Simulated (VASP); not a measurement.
# ZrOF2 (P4/mmm) in VASP: density of states with PBE

Aim: the density of states of ZrOF2 with PBE.

Everything below comes from runs of VASP 6.6.1. Logs are shortened: lines on timing, memory, paths and dates and some standing lists are left out, and cuts for length are marked.

**1. The cell of the first run**

The structure is tetragonal, space group P4/mmm (No. 123). Conventional cell: a = 3.990 Å, b = 3.990 Å, c = 3.781 Å, α = 90.00°, β = 90.00°, γ = 90.00°. Within 2.6 Å of Zr (site symmetry 4/mmm) lie 4 F at 2.00 Å. O (site symmetry 4/mmm) has 8 F at 2.75 Å and 8 Zr at 3.40 Å within 3.6 Å. Within 2.6 Å of F (site symmetry mmm) lie 2 Zr at 2.00 Å.

**2. Density of states, PBE**

POSCAR reads:

```
ZrOF2
1.0
    3.9904922615      0.0000000000      0.0000000000
    0.0000000000      3.9904922615      0.0000000000
    0.0000000000      0.0000000000      3.7806184685
Zr O F
1 1 2
Direct
    0.5000000000      0.5000000000      0.5000000000
    0.0000000000      0.0000000000      0.0000000000
    0.5000000000      0.0000000000      0.5000000000
    0.0000000000      0.5000000000      0.5000000000
```

INCAR.step1 reads:

```
SYSTEM = ZrOF2
PREC     = Accurate       ! precision mode
ENCUT    = 520            ! plane-wave cutoff, eV
EDIFF    = 1E-7           ! SCF threshold, eV
ISMEAR   = 0              ! smearing method
SIGMA    = 0.1            ! smearing width, eV
LREAL    = .FALSE.        ! projectors in reciprocal space
LASPH    = .TRUE.         ! aspherical terms in the spheres
NELM     = 100            ! most SCF steps
ALGO     = Normal         ! electronic algorithm
ISIF     = 2              ! what is computed and relaxed
LWAVE    = .FALSE.        ! write WAVECAR
LCHARG   = .TRUE.         ! write CHGCAR
LMAXMIX  = 4              ! l up to which the mixer works
GGA      = PE             ! functional
NBANDS   = 24             ! bands
```

KPOINTS.step1 reads:

```
regular mesh
0
G
  12 12 12
  0 0 0
```

INCAR.step2 reads:

```
SYSTEM = ZrOF2
PREC     = Accurate       ! precision mode
ENCUT    = 520            ! plane-wave cutoff, eV
EDIFF    = 1E-7           ! SCF threshold, eV
ISMEAR   = -5             ! smearing method
SIGMA    = 0.1            ! smearing width, eV
LREAL    = .FALSE.        ! projectors in reciprocal space
LASPH    = .TRUE.         ! aspherical terms in the spheres
NELM     = 100            ! most SCF steps
ALGO     = Normal         ! electronic algorithm
ISIF     = 2              ! what is computed and relaxed
LWAVE    = .FALSE.        ! write WAVECAR
LCHARG   = .FALSE.        ! write CHGCAR
LMAXMIX  = 4              ! l up to which the mixer works
GGA      = PE             ! functional
LORBIT   = 11             ! projections on sites
NEDOS    = 1001           ! points of the DOS
ICHARG   = 11             ! starting density
```

KPOINTS.step2 reads:

```
regular mesh
0
G
  18 18 18
  0 0 0
```

Potentials or basis: VASP PAW PBE potentials, release 64 (Zr_sv, O, F).

Run with:

```bash
cat potpaw_PBE.64/Zr_sv/POTCAR potpaw_PBE.64/O/POTCAR potpaw_PBE.64/F/POTCAR > POTCAR
cp INCAR.step1 INCAR
cp KPOINTS.step1 KPOINTS
mpirun -np 1 vasp_std > vasp.out
cp INCAR.step2 INCAR
cp KPOINTS.step2 KPOINTS
mpirun -np 1 vasp_std > vasp.out
```

OUTCAR:

```text
SYSTEM = ZrOF2
   PREC = Accurate
   ENCUT = 520
   EDIFF = 1E-7
   ISMEAR = -5
   LREAL = .FALSE.
   LASPH = .TRUE.
   NELM = 100
   ISIF = 2
   GGA = PE
   LORBIT = 11
   ICHARG = 11

 ion  position               nearest neighbor table
   1  0.500  0.500  0.500-   3 2.00   4 2.00   3 2.00   4 2.00
   2  0.000  0.000  0.000-
   3  0.500  0.000  0.500-   1 2.00   1 2.00
   4  0.000  0.500  0.500-   1 2.00   1 2.00

  LATTYP: Found a simple tetragonal cell.
 ALAT       =     3.9904922615
 C/A-ratio  =     0.9474065405

  Lattice vectors:

 A1 = (   3.9904922615,   0.0000000000,   0.0000000000)
 A2 = (   0.0000000000,   3.9904922615,   0.0000000000)
 A3 = (   0.0000000000,   0.0000000000,   3.7806184685)

Analysis of symmetry for initial positions (statically):
=====================================================================
 Subroutine PRICEL returns:
 Original cell was already a primitive cell.

 Routine SETGRP: Setting up the symmetry group for a
 simple tetragonal supercell.

 Subroutine GETGRP returns: Found 16 space group operations
 (whereof 16 operations were pure point group operations)
 out of a pool of 16 trial point group operations.

The static configuration has the point symmetry D_4h.

Analysis of symmetry for dynamics (positions and initial velocities):
=====================================================================
 Subroutine PRICEL returns:
 Original cell was already a primitive cell.

 Routine SETGRP: Setting up the symmetry group for a
 simple tetragonal supercell.

 Subroutine GETGRP returns: Found 16 space group operations
 (whereof 16 operations were pure point group operations)
 out of a pool of 16 trial point group operations.

The dynamic configuration has the point symmetry D_4h.

 Subroutine INISYM returns: Found 16 space group operations
 (whereof 16 operations are pure point group operations),
 and found     1 'primitive' translations

----------------------------------------------------------------------------------------

                                     Primitive cell

  volume of cell :      60.2027

  direct lattice vectors                    reciprocal lattice vectors
     3.990492262  0.000000000  0.000000000     0.250595649  0.000000000  0.000000000
     0.000000000  3.990492262  0.000000000     0.000000000  0.250595649  0.000000000
     0.000000000  0.000000000  3.780618469     0.000000000  0.000000000  0.264506987

  length of vectors
     3.990492262  3.990492262  3.780618469     0.250595649  0.250595649  0.264506987

  position of ions in fractional coordinates (direct lattice)
     0.500000000  0.500000000  0.500000000
     0.000000000  0.000000000  0.000000000
     0.500000000  0.000000000  0.500000000
     0.000000000  0.500000000  0.500000000

  ion indices of the primitive-cell ions
   primitive index   ion index
                 1           1
                 2           2
                 3           3
                 4           4

----------------------------------------------------------------------------------------

 KPOINTS: regular mesh

Automatic generation of k-mesh.
 Grid dimensions read from file:
 generate k-points for:   18   18   18

 Generating k-lattice:

  Cartesian coordinates                     Fractional coordinates (reciprocal lattice)
     0.013921981  0.000000000  0.000000000     0.055555556  0.000000000  0.000000000
     0.000000000  0.013921981  0.000000000     0.000000000  0.055555556  0.000000000
     0.000000000  0.000000000  0.014694833     0.000000000  0.000000000  0.055555556

  Length of vectors
     0.013921981  0.013921981  0.014694833

  Shift w.r.t. Gamma in fractional coordinates (k-lattice)
     0.000000000  0.000000000  0.000000000

 TETIRR: Found   8748 inequivalent tetrahedra from    34992

 Subroutine IBZKPT returns following result:
 ===========================================

 Found    550 irreducible k-points:

 Following reciprocal coordinates:
            Coordinates               Weight
  0.000000  0.000000  0.000000      1.000000
  0.055556  0.000000  0.000000      4.000000
  0.111111  0.000000  0.000000      4.000000
  0.166667  0.000000  0.000000      4.000000
  0.222222  0.000000  0.000000      4.000000
  0.277778  0.000000  0.000000      4.000000
[... 16 lines left out ...]
  0.277778  0.111111  0.000000      8.000000
  0.333333  0.111111  0.000000      8.000000
 [... further k-points ...]
   k-points           NKPTS =    550   k-points in BZ     NKDIM =    550   number of bands    NBANDS=     20
   number of dos      NEDOS =   1001   number of ions     NIONS =      4
   total plane-waves  NPLWV =  25200
   dimension x,y,z NGX =    30 NGY =   30 NGZ =   28
   dimension x,y,z NGXF=    60 NGYF=   60 NGZF=   56
   ions per type =               1   1   2
   NGX,Y,Z   is equivalent  to a cutoff of  12.50, 12.50, 12.31 a.u.
   NGXF,Y,Z  is equivalent  to a cutoff of  25.00, 25.00, 24.62 a.u.
 SYSTEM =  ZrOF2
   PREC   = accura    normal or accurate (medium, high low for compatibility)
   ISTART =      0    job   : 0-new  1-cont  2-samecut
   ICHARG =     11    charge: 1-file 2-atom 10-const
   ISPIN  =      1    spin polarized calculation?
   LNONCOLLINEAR =      F non collinear calculations
   LSORBIT =      F    spin-orbit coupling
   LASPH  =      T    aspherical Exc in radial PAW
   ENCUT  =  520.0 eV  38.22 Ry    6.18 a.u.   7.42  7.42  7.03*2*pi/ulx,y,z
   NELM   =    100;   NELMIN=  2; NELMDL=  0     # of ELM steps
   EDIFF  = 0.1E-06   stopping-criterion for ELM
   LREAL  =      F    real-space projection
   EDIFFG = 0.1E-05   stopping-criterion for IOM
   NSW    =      0    number of steps for IOM
   IBRION =     -1    ionic relax: 0-MD 1-quasi-New 2-CG
   NFREE  =      0    steps in history (QN), initial steepest desc. (CG)
   ISIF   =      2    stress and relaxation
   ISYM   =      2    0-nonsym 1-usesym 2-fastsym
   POTIM  = 0.5000    time-step for ionic-motion
   TEBEG  =    0.0;   TEEND  =   0.0 temperature during run
   PSTRESS=    0.0 pullay stress
   NELECT =      32.0000    total number of electrons
   NUPDOWN=      -1.0000    fix difference up-down
   EMIN   =  10.00;   EMAX   =-10.00  energy-range for DOS
   EFERMI =   0.00;   METHOD = LEGACY
   ISMEAR =    -5;   SIGMA  =   0.10  broadening in eV -4-tet -1-fermi 0-gaus
   EFERMI_NEDOS =   21; number of points for ismear=-14 and -15
   IALGO  =     38    algorithm
   IMIX   =      4    mixing-type and parameters
     AMIX     =   0.40;   BMIX     =  1.00
     AMIX_MAG =   1.60;   BMIX_MAG =  1.00
  volume/ion in A,a.u.               =      15.05       101.57
  Fermi-wavevector in a.u.,A,eV,Ry     =   1.326130  2.506023 23.927502  1.758622
  Thomas-Fermi vector in A             =   2.455540
   LORBIT       =     11    0 simple, 1 ext, 2 COOP (PROOUT), +10 PAW based schemes
   GGA     = PE    functional components
   LHFCALC =     F    Hartree Fock is set to
   AEXX    =    0.0000 exact exchange contribution
   IVDW    =     0    specifies the selected vdW correction
   LEPSILON=     F    determine dielectric tensor
   LRPA    =     F    only Hartree local field effects (RPA)
 non-spin polarized calculation
 Fermi weights with tetrahedron method with Bloechl corrections
  energy-cutoff  :      520.00
  volume of cell :       60.20
 maximum number of plane-waves:      1655
 NGX is ok and might be reduce to    30

 number of electron      31.9999969 magnetization

 Free energy of the ion-electron system (eV)
  ---------------------------------------------------
  ext. energy  EPLUGINS =         0.00000000
  ---------------------------------------------------
  free energy    TOTEN  =       -24.13548453 eV

  energy without entropy =      -24.13548453  energy(sigma->0) =      -24.13548453

 E-fermi :   3.5791     XC(G=0):  -9.6886

 val. band max:        3.5880576886   @ k =   0.1667   0.1111   0.1111
 cond. band min:       3.5572771713   @ k =   0.1667   0.0000   0.1667
 fundamental gap:     -0.0307805173
 Fermi energy:         3.5791107206

 k-point     1 :       0.0000    0.0000    0.0000
  band No.  band energies     occupation
      1     -47.7086      2.00000
      2     -25.8569      2.00000
      3     -25.8569      2.00000
      4     -25.4802      2.00000
      5     -22.1901      2.00000
      6     -22.1768      2.00000
[... 12 lines left out ...]
     19       4.5239      0.00000
     20       4.5239      0.00000

 k-point     2 :       0.0556    0.0000    0.0000
  band No.  band energies     occupation
      1     -47.7083      2.00000
      2     -25.8953      2.00000
      3     -25.8566      2.00000
      4     -25.4799      2.00000
      5     -22.1837      2.00000
      6     -22.1210      2.00000
[... 12 lines left out ...]
     19       4.5258      0.00000
     20       4.5712      0.00000

 k-point     3 :       0.1111    0.0000    0.0000
  band No.  band energies     occupation
      1     -47.7075      2.00000
      2     -26.0004      2.00000
      3     -25.8558      2.00000
      4     -25.4791      2.00000
      5     -22.1822      2.00000
      6     -21.9493      2.00000
[... 12 lines left out ...]
     19       4.5310      0.00000
     20       4.7050      0.00000

 k-point     4 :       0.1667    0.0000    0.0000
  band No.  band energies     occupation
      1     -47.7062      2.00000
      2     -26.1473      2.00000
      3     -25.8546      2.00000
      4     -25.4779      2.00000
      5     -22.1809      2.00000
      6     -21.6973      2.00000
[... 429 lines left out ...]
 k-point    23 :       0.2778    0.1111    0.0000
  band No.  band energies     occupation
      1     -47.7019      2.00000
      2     -26.4646      2.00000
      3     -25.9950      2.00000
      4     -25.4738      2.00000
      5     -21.9445      2.00000
      6     -21.0979      2.00000
[... 12 lines left out ...]
     19       5.2705      0.00000
     20       5.4103      0.00000

 k-point    24 :       0.3333    0.1111    0.0000
  band No.  band energies     occupation
      1     -47.7004      2.00000
      2     -26.5990      2.00000
      3     -25.9935      2.00000
      4     -25.4723      2.00000
      5     -21.9431      2.00000
      6     -20.8196      2.00000
[... 12 lines left out ...]
     19       5.5161      0.00000
     20       5.6553      0.00000

 [... further k-points ...]
[... 5 lines left out ...]
  --------------------------------------------------------------------------------------
  -------------------------------------------------------------------------------------
  Total        0.1456433      0.1456433      0.1643976      0.0000000      0.0000000     -0.0000000
  in kB        3.8760127      3.8760127      4.3751220      0.0000000      0.0000000     -0.0000000
  external PRESSURE =       4.0423825 kB  Pullay stress =       0.0000000 kB

 VOLUME and BASIS-vectors are now :
 -----------------------------------------------------------------------------
  energy-cutoff  :      520.00
  volume of cell :       60.20
      direct lattice vectors                 reciprocal lattice vectors
     3.990492262  0.000000000  0.000000000     0.250595649  0.000000000  0.000000000
     0.000000000  3.990492262  0.000000000     0.000000000  0.250595649  0.000000000
     0.000000000  0.000000000  3.780618469     0.000000000  0.000000000  0.264506987

 POSITION                                       TOTAL-FORCE (eV/Angst)
 -----------------------------------------------------------------------------------
      1.99525      1.99525      1.89031         0.000000      0.000000      0.000000
      0.00000      0.00000      0.00000         0.000000      0.000000      0.000000
      1.99525      0.00000      1.89031         0.000000      0.000000      0.000000
      0.00000      1.99525      1.89031         0.000000      0.000000      0.000000
 -----------------------------------------------------------------------------------
    total drift:                                0.000000      0.000000     -0.000000

  FREE ENERGIE OF THE ION-ELECTRON SYSTEM (eV)
  ---------------------------------------------------
  free  energy   TOTEN  =       -24.1354845273 eV

  energy  without entropy=      -24.1354845273  energy(sigma->0) =      -24.13548453

 total charge

# of ion       s       p       d       tot
------------------------------------------
    1        2.168   6.023   1.267   9.458
    2        1.591   3.166   0.000   4.757
    3        1.748   4.404   0.000   6.151
    4        1.748   4.404   0.000   6.151
--------------------------------------------------
tot          7.254  17.997   1.267  26.518
```

Run time: 8.7 min. Hardware: 1 thread of Oxide Virtual Turin-like, shared host; peak memory 0.67 GiB.

Results:

```
Valence electrons inside the program's atomic spheres : Zr 9.46; O 4.76; F 6.15
```

Levels at points of the mesh, in eV from the Fermi level:
```csv
k point,band 12,band 13,band 14,band 15,band 16,band 17,band 18,band 19,band 20
"(0.00, 0.00, 0.00)",-6.33,-6.22,-1.48,-0.28,-0.28,0.16,0.62,0.94,0.94
"(0.50, 0.00, 0.00)",-6.39,-6.37,-2.29,-0.25,0.00,0.44,1.01,2.21,2.47
"(0.50, 0.50, 0.00)",-6.89,-5.59,-1.01,-0.99,-0.99,-0.13,2.40,2.40,3.22
"(0.00, 0.00, 0.50)",-6.27,-6.27,-1.07,-1.07,-0.76,0.71,1.03,1.03,2.13
"(0.50, 0.00, 0.50)",-6.75,-6.59,-0.69,-0.41,-0.27,0.24,1.71,2.13,2.31
"(0.50, 0.50, 0.50)",-7.33,-5.58,-0.53,-0.53,0.02,2.13,2.13,2.82,3.31
```

Caveat: tetrahedron occupations give inexact forces and stress in metals.
